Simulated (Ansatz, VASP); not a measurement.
C in VASP and in Ansatz

```
CELL_PARAMETERS angstrom
0.00000 1.75930 1.75930
1.75930 0.00000 1.75930
1.75930 1.75930 0.00000
ATOMIC_POSITIONS crystal
C 0.50000 0.50000 0.50000
C 0.75000 0.75000 0.75000
```

Change from the starting cell: volume scaled by 0.96, crystal datasets.

Alike in both runs: task electric field gradients; functional PBE; k mesh 20 × 20 × 20; occupations fermi-dirac, width 0.08 eV; no spin polarisation.

|  | VASP | Ansatz |
| --- | --- | --- |
| version | VASP 6.6.1 | Ansatz 0.2.0 |
| potentials or method | VASP PAW PBE potentials, release 64 (C), cutoff 520 eV | all-electron PAW with datasets made for the crystal, scalar-relativistic |

|  | VASP | Ansatz | Ansatz less VASP |
| --- | --- | --- | --- |
| gap on the k mesh at the Fermi level (eV) | 4.23 | 4.23 | +0.009 |
| pressure (GPa) | 21.9 | 21.1 | -0.85 |

Ansatz ran all-electron here, and VASP with PAW potentials.
